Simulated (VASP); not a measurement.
Here is a VASP 6.6.1 calculation.

Contents of INCAR:

```
ALGO     = Normal         # electronic algorithm
EDIFF    = 1E-6           # SCF threshold, eV
ENCUT    = 520            # plane-wave cutoff, eV
GGA      = PE             # functional
ISIF     = 2              # what is computed and relaxed
ISMEAR   = 0              # smearing method
LASPH    = True           # aspherical terms in the spheres
LCHARG   = False          # write CHGCAR
LREAL    = False          # projectors in reciprocal space
LWAVE    = False          # write WAVECAR
NBANDS   = 64             # bands
NELM     = 80             # most SCF steps
PREC     = Accurate       # precision mode
SIGMA    = 0.1            # smearing width, eV
```

File KPOINTS:

```
k-points
0
Gamma
  4 4 2
```

File POSCAR:

```
InGe2O2
1.0
    4.7006077900      0.0000000000      0.0000000000
    0.0000000000      4.7006077900      0.0000000000
    0.0000000000      0.0000000000      8.5706903600
In Ge O
2 4 4
Direct
    0.0000000000      0.0000000000      0.5000000000
    0.5000000000      0.5000000000      0.5000000000
    0.0000000000      0.0000000000      0.0000000000
    0.5000000000      0.5000000000      0.0000000000
    0.0000000000      0.5000000000      0.0000000000
    0.5000000000      0.0000000000      0.0000000000
    0.2849139500      0.7849139500      0.0000000000
    0.7150860500      0.2150860500      0.0000000000
    0.7849139500      0.7150860500      0.0000000000
    0.2150860500      0.2849139500      0.0000000000
```

Potentials or basis: VASP PAW PBE potentials, release 64 (In_d, Ge_d, O).

Launch:

```sh
$ cat potpaw_PBE.64/In_d/POTCAR potpaw_PBE.64/Ge_d/POTCAR potpaw_PBE.64/O/POTCAR > POTCAR
$ mpirun -np 1 vasp_std > vasp.out
```

Q: Estimate the largest force.

A: 18.209 eV/Å.

Q: Predict the band gap on the k mesh.

A: Zero (band 53 reaches 6.17 eV, above the bottom of band 54 at 5.03 eV).

Stress tensor (GPa, compression positive):
```
150.52   0.00   0.00
  0.00 150.52   0.00
  0.00   0.00  -6.92
```

Caveat: the k points lie up to 0.37 Å⁻¹ apart; spin-orbit coupling is left out, which moves the levels of the heavy elements; forces of over 1 eV/Å act on the atoms, so gaps and moduli don't describe the material at rest.
